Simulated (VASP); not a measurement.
# Sb (Fm-3m) in VASP: further runs

Runs on Sb. Level: PBEsol. Tasks: single point, relaxation of cell and atoms.

Program: VASP 6.6.1. These are calculated values, not measurements. Logs are shortened: lines on timing, memory, paths and dates and some standing lists are left out, and cuts for length are marked.

## 1. The cell of the first run

Symmetry: Fm-3m, No. 225, cubic system. Conventional cell: a = 4.715 Å, b = 4.715 Å, c = 4.715 Å, α = 90.00°, β = 90.00°, γ = 90.00°. Sb (site symmetry m-3m) has 12 Sb at 3.33 Å within 4.4 Å.

## 2. Single point, PBEsol

The input, INCAR:

```
SYSTEM = Sb
PREC = Accurate ; ENCUT = 520
EDIFF = 1E-7 ; ISMEAR = 1
SIGMA = 0.05 ; LREAL = .FALSE.
LASPH = .TRUE. ; NELM = 100
ALGO = Normal ; ISIF = 2
LWAVE = .FALSE. ; LCHARG = .FALSE.
GGA = PS ; NBANDS = 8
```

The input, KPOINTS:

```
regular mesh
0
G
  17 17 17
  0 0 0
```

The input, POSCAR:

```
Sb
1.0
    3.3342979483      0.0000000000      0.0000000000
    1.6671489741      2.8875867270      0.0000000000
    1.6671489741      0.9625289090      2.7224428746
Sb
1
Direct
    0.0000000000      0.0000000000      0.0000000000
```

Potentials or basis: VASP PAW PBE potentials, release 64 (Sb).

On the command line:

```bash
$ cat potpaw_PBE.64/Sb/POTCAR > POTCAR
$ mpirun -np 1 vasp_std > vasp.out
```

OUTCAR:

```text
SYSTEM = Sb
   PREC = Accurate
   ENCUT = 520
   EDIFF = 1E-7
   ISMEAR = 1
   LREAL = .FALSE.
   LASPH = .TRUE.
   NELM = 100
   ISIF = 2
   GGA = PS

 ion  position               nearest neighbor table
   1  0.000  0.000  0.000-

  LATTYP: Found a face centered cubic cell.
 ALAT       =     4.7154093794

  Lattice vectors:

 A1 = (   3.3342979483,   0.0000000000,   0.0000000000)
 A2 = (   1.6671489741,   2.8875867270,   0.0000000000)
 A3 = (   1.6671489741,   0.9625289090,   2.7224428746)

Analysis of symmetry for initial positions (statically):
=====================================================================
 Subroutine PRICEL returns:
 Original cell was already a primitive cell.

 Routine SETGRP: Setting up the symmetry group for a
 face centered cubic supercell.

 Subroutine GETGRP returns: Found 48 space group operations
 (whereof 48 operations were pure point group operations)
 out of a pool of 48 trial point group operations.

The static configuration has the point symmetry O_h .

Analysis of symmetry for dynamics (positions and initial velocities):
=====================================================================
 Subroutine PRICEL returns:
 Original cell was already a primitive cell.

 Routine SETGRP: Setting up the symmetry group for a
 face centered cubic supercell.

 Subroutine GETGRP returns: Found 48 space group operations
 (whereof 48 operations were pure point group operations)
 out of a pool of 48 trial point group operations.

The dynamic configuration has the point symmetry O_h .

 Subroutine INISYM returns: Found 48 space group operations
 (whereof 48 operations are pure point group operations),
 and found     1 'primitive' translations

----------------------------------------------------------------------------------------

                                     Primitive cell

  volume of cell :      26.2119

  direct lattice vectors                    reciprocal lattice vectors
     3.334297948  0.000000000  0.000000000     0.299913210 -0.173154972 -0.122439055
     1.667148974  2.887586727  0.000000000     0.000000000  0.346309945 -0.122439055
     1.667148974  0.962528909  2.722442875     0.000000000  0.000000000  0.367317166

  length of vectors
     3.334297948  3.334297948  3.334297948     0.367317166  0.367317166  0.367317166

  position of ions in fractional coordinates (direct lattice)
     0.000000000  0.000000000  0.000000000

  ion indices of the primitive-cell ions
   primitive index   ion index
                 1           1

----------------------------------------------------------------------------------------

 KPOINTS: regular mesh

Automatic generation of k-mesh.
 Grid dimensions read from file:
 generate k-points for:   17   17   17

 Generating k-lattice:

  Cartesian coordinates                     Fractional coordinates (reciprocal lattice)
     0.017641954 -0.010185587 -0.007202297     0.058823529 -0.000000000 -0.000000000
     0.000000000  0.020371173 -0.007202297     0.000000000  0.058823529  0.000000000
     0.000000000  0.000000000  0.021606892     0.000000000  0.000000000  0.058823529

  Length of vectors
     0.021606892  0.021606892  0.021606892

  Shift w.r.t. Gamma in fractional coordinates (k-lattice)
     0.000000000  0.000000000  0.000000000

 Subroutine IBZKPT returns following result:
 ===========================================

 Found    165 irreducible k-points:

 Following reciprocal coordinates:
            Coordinates               Weight
  0.000000  0.000000  0.000000      1.000000
  0.058824  0.000000  0.000000      8.000000
  0.117647  0.000000  0.000000      8.000000
  0.176471  0.000000  0.000000      8.000000
  0.235294  0.000000  0.000000      8.000000
  0.294118  0.000000  0.000000      8.000000
[... 16 lines left out ...]
 -0.176471  0.058824 -0.000000     24.000000
 -0.117647  0.058824  0.000000     24.000000
 [... further k-points ...]
   k-points           NKPTS =    165   k-points in BZ     NKDIM =    165   number of bands    NBANDS=      8
   number of dos      NEDOS =    301   number of ions     NIONS =      1
   total plane-waves  NPLWV =  21952
   dimension x,y,z NGX =    28 NGY =   28 NGZ =   28
   dimension x,y,z NGXF=    56 NGYF=   56 NGZF=   56
   ions per type =               1
   NGX,Y,Z   is equivalent  to a cutoff of  13.96, 13.96, 13.96 a.u.
   NGXF,Y,Z  is equivalent  to a cutoff of  27.92, 27.92, 27.92 a.u.
 SYSTEM =  Sb
   PREC   = accura    normal or accurate (medium, high low for compatibility)
   ISTART =      0    job   : 0-new  1-cont  2-samecut
   ICHARG =      2    charge: 1-file 2-atom 10-const
   ISPIN  =      1    spin polarized calculation?
   LNONCOLLINEAR =      F non collinear calculations
   LSORBIT =      F    spin-orbit coupling
   LASPH  =      T    aspherical Exc in radial PAW
   ENCUT  =  520.0 eV  38.22 Ry    6.18 a.u.   6.20  6.20  6.20*2*pi/ulx,y,z
   NELM   =    100;   NELMIN=  2; NELMDL= -5     # of ELM steps
   EDIFF  = 0.1E-06   stopping-criterion for ELM
   LREAL  =      F    real-space projection
   EDIFFG = 0.1E-05   stopping-criterion for IOM
   NSW    =      0    number of steps for IOM
   IBRION =     -1    ionic relax: 0-MD 1-quasi-New 2-CG
   NFREE  =      0    steps in history (QN), initial steepest desc. (CG)
   ISIF   =      2    stress and relaxation
   ISYM   =      2    0-nonsym 1-usesym 2-fastsym
   POTIM  = 0.5000    time-step for ionic-motion
   TEBEG  =    0.0;   TEEND  =   0.0 temperature during run
   PSTRESS=    0.0 pullay stress
   NELECT =       5.0000    total number of electrons
   NUPDOWN=      -1.0000    fix difference up-down
   EMIN   =  10.00;   EMAX   =-10.00  energy-range for DOS
   EFERMI =   0.00;   METHOD = LEGACY
   ISMEAR =     1;   SIGMA  =   0.05  broadening in eV -4-tet -1-fermi 0-gaus
   EFERMI_NEDOS =   21; number of points for ismear=-14 and -15
   IALGO  =     38    algorithm
   IMIX   =      4    mixing-type and parameters
     AMIX     =   0.40;   BMIX     =  1.00
     AMIX_MAG =   1.60;   BMIX_MAG =  1.00
  volume/ion in A,a.u.               =      26.21       176.89
  Fermi-wavevector in a.u.,A,eV,Ry     =   0.942393  1.780865 12.083399  0.888105
  Thomas-Fermi vector in A             =   2.069998
   LORBIT       =      0    0 simple, 1 ext, 2 COOP (PROOUT), +10 PAW based schemes
   GGA     = PS    functional components
   LHFCALC =     F    Hartree Fock is set to
   AEXX    =    0.0000 exact exchange contribution
   IVDW    =     0    specifies the selected vdW correction
   LEPSILON=     F    determine dielectric tensor
   LRPA    =     F    only Hartree local field effects (RPA)
 non-spin polarized calculation
 Methfessel and Paxton  Order N= 1 SIGMA  =   0.05
  energy-cutoff  :      520.00
  volume of cell :       26.21
 maximum number of plane-waves:       725
 NGX is ok and might be reduce to    28
   NGX = 13   NGY = 13   NGZ = 13

 number of electron       5.0000000 magnetization

 Free energy of the ion-electron system (eV)
  ---------------------------------------------------
  ext. energy  EPLUGINS =         0.00000000
  ---------------------------------------------------
  free energy    TOTEN  =        -4.29348529 eV

  energy without entropy =       -4.29350655  energy(sigma->0) =       -4.29349238

 E-fermi :   8.7697     XC(G=0): -10.4502

 val. band max:        8.7591270959   @ k =  -0.4706   0.4706   0.0588
 cond. band min:       8.7721436145   @ k =  -0.2941   0.1765  -0.0000
 fundamental gap:      0.0130165186
 Fermi energy:         8.7697232161

 k-point     1 :       0.0000    0.0000    0.0000
  band No.  band energies     occupation
      1      -4.4195      2.00000
      2      14.2470      0.00000
      3      14.2470      0.00000
      4      14.2470      0.00000
      5      18.8127      0.00000
      6      18.8127      0.00000
      7      18.8127      0.00000
      8      18.9831      0.00000

 k-point     2 :       0.0588    0.0000    0.0000
  band No.  band energies     occupation
      1      -4.3491      2.00000
      2      13.5378      0.00000
      3      14.1488      0.00000
      4      14.1488      0.00000
      5      18.0601      0.00000
      6      18.9728      0.00000
      7      18.9728      0.00000
      8      20.2177      0.00000

 k-point     3 :       0.1176    0.0000    0.0000
  band No.  band energies     occupation
      1      -4.1385      2.00000
      2      11.9703      0.00000
      3      13.8977      0.00000
      4      13.8977      0.00000
      5      17.6076      0.00000
      6      19.3662      0.00000
      7      19.3662      0.00000
      8      21.3632      0.00000

 k-point     4 :       0.1765    0.0000    0.0000
  band No.  band energies     occupation
      1      -3.7893      2.00000
      2      10.1663      0.00000
      3      13.5772      0.00000
      4      13.5772      0.00000
      5      17.3069      0.00000
      6      19.6454      0.00000
      7      19.6454      0.00000
      8      21.3167      0.00000

 k-point     5 :       0.2353    0.0000    0.0000
  band No.  band energies     occupation
      1      -3.3051      2.00000
      2       8.3628      2.00000
      3      13.2537      0.00000
      4      13.2537      0.00000
      5      17.1061      0.00000
      6      19.3523      0.00000
      7      19.3523      0.00000
      8      20.6217      0.00000
[... 177 lines left out ...]
 k-point    22 :      -0.2353    0.0588   -0.0000
  band No.  band energies     occupation
      1      -3.0534      2.00000
      2       7.8235      2.00000
      3      12.1215      0.00000
      4      13.5704      0.00000
      5      17.4532      0.00000
      6      18.8794      0.00000
      7      18.8899      0.00000
      8      21.1692      0.00000

 k-point    23 :      -0.1765    0.0588   -0.0000
  band No.  band energies     occupation
      1      -3.5806      2.00000
      2       9.5877     -0.00000
      3      12.4320      0.00000
      4      13.9168      0.00000
      5      17.5597      0.00000
      6      19.2593      0.00000
      7      19.5900      0.00000
      8      20.6368      0.00000

 k-point    24 :      -0.1176    0.0588    0.0000
  band No.  band energies     occupation
      1      -3.9751      2.00000
      2      11.3682      0.00000
      3      12.8350      0.00000
      4      14.1788      0.00000
      5      17.6814      0.00000
      6      19.1812      0.00000
      7      19.7712      0.00000
      8      20.8107      0.00000

 [... further k-points ...]
[... 5 lines left out ...]
  --------------------------------------------------------------------------------------
  -------------------------------------------------------------------------------------
  Total        0.0057243      0.0057243      0.0057243     -0.0000000      0.0000000     -0.0000000
  in kB        0.3498916      0.3498916      0.3498916     -0.0000000      0.0000000     -0.0000000
  external PRESSURE =       0.3498916 kB  Pullay stress =       0.0000000 kB

 VOLUME and BASIS-vectors are now :
 -----------------------------------------------------------------------------
  energy-cutoff  :      520.00
  volume of cell :       26.21
      direct lattice vectors                 reciprocal lattice vectors
     3.334297948  0.000000000  0.000000000     0.299913210 -0.173154972 -0.122439055
     1.667148974  2.887586727  0.000000000     0.000000000  0.346309945 -0.122439055
     1.667148974  0.962528909  2.722442875     0.000000000  0.000000000  0.367317166

 POSITION                                       TOTAL-FORCE (eV/Angst)
 -----------------------------------------------------------------------------------
      0.00000      0.00000      0.00000         0.000000      0.000000      0.000000
 -----------------------------------------------------------------------------------
    total drift:                                0.000000      0.000000      0.000000

  FREE ENERGIE OF THE ION-ELECTRON SYSTEM (eV)
  ---------------------------------------------------
  free  energy   TOTEN  =        -4.2934852902 eV

  energy  without entropy=       -4.2935065450  energy(sigma->0) =       -4.29349238
```

Wall time 19 s (1 thread of Intel Xeon Platinum 8488C (Sapphire Rapids), shared host); peak memory 0.18 GiB.

Results:

- Free energy: -4.2935 eV
- Pressure: 0.0 GPa

Caveat: the PAW data sets were made with another functional, which shifts forces and pressure a little; spin-orbit coupling is left out, which moves the levels of the heavy elements.

## 3. Relaxation of cell and atoms, PBEsol

This run uses another cell than the first one, of 24.49 Å³/atom, 0.934 times its volume.

The input, INCAR:

```
PREC     = Accurate       # precision mode
ENCUT    = 600            # plane-wave cutoff, eV
EDIFF    = 1E-7           # SCF threshold, eV
ISMEAR   = 1              # smearing method
SIGMA    = 0.05           # smearing width, eV
LREAL    = False          # projectors in reciprocal space
LASPH    = True           # aspherical terms in the spheres
NELM     = 60             # most SCF steps
ALGO     = Normal         # electronic algorithm
ISIF     = 3              # what is computed and relaxed
LWAVE    = False          # write WAVECAR
LCHARG   = False          # write CHGCAR
GGA      = PS             # functional
IBRION   = 2              # ionic algorithm
NSW      = 60             # ionic steps
EDIFFG   = -0.01          # ionic threshold
```

The input, KPOINTS:

```
regular mesh
0
Gamma
  17 17 17
```

The input, POSCAR:

```
Sb
1.0
    3.2597620000      0.0000000000      0.0000000000
    1.6298810000      2.8230367023      0.0000000000
    1.6298810000      0.9410122341      2.6615845276
Sb
1
Direct
    0.0000000000      0.0000000000      0.0000000000
```

Potentials or basis: VASP PAW PBE potentials, release 64 (Sb).

On the command line:

```bash
$ cat potpaw_PBE.64/Sb/POTCAR > POTCAR
$ mpirun -np 1 vasp_std > vasp.out
```

Wall time 37 s (1 thread of Intel Xeon Platinum 8488C (Sapphire Rapids), shared host); peak memory 0.18 GiB.

The run converged. Its results:

* Free energy: -4.2935 eV
* Relaxed volume: 26.23 Å³/atom
* Relaxed cell: a = 3.335 Å, b = 3.335 Å, c = 3.335 Å, α = 60.00°, β = 60.00°, γ = 60.00°
* Space group after relaxing (to 0.05 Å): Fm-3m (No. 225)
* Energy gained by relaxing: 28.1 meV/atom
* Ionic steps: 3
* Pressure after relaxing: 0.0 GPa

Step by step:
| step | energy change (eV) | largest force (eV/Å) | pressure (GPa) | volume (Å³) |
| --- | --- | --- | --- | --- |
| 1 | 0.0000 | 0.0000 | 5.48 | 24.49 |
| 2 | -0.0140 | 0.0000 | -3.17 | 27.58 |
| 3 | -0.0281 | 0.0000 | -0.02 | 26.23 |

Final structure:
```
Sb
1.0
     3.33527    0.00000    0.00000
     1.66764    2.88843    0.00000
     1.66764    0.96281    2.72324
Sb
1
Direct
  0.00000 0.00000 0.00000
```

Levels at points of the mesh, in eV from the Fermi level:
```tsv
k point	band 1	band 2	band 3	band 4	band 5	band 6
(0.00, 0.00, 0.00)	-13.18	5.47	5.47	5.47	10.04	10.04
```

Caveat: the PAW data sets were made with another functional, which shifts forces and pressure a little; spin-orbit coupling is left out, which moves the levels of the heavy elements. Zero-point motion and thermal expansion aren't in these numbers.
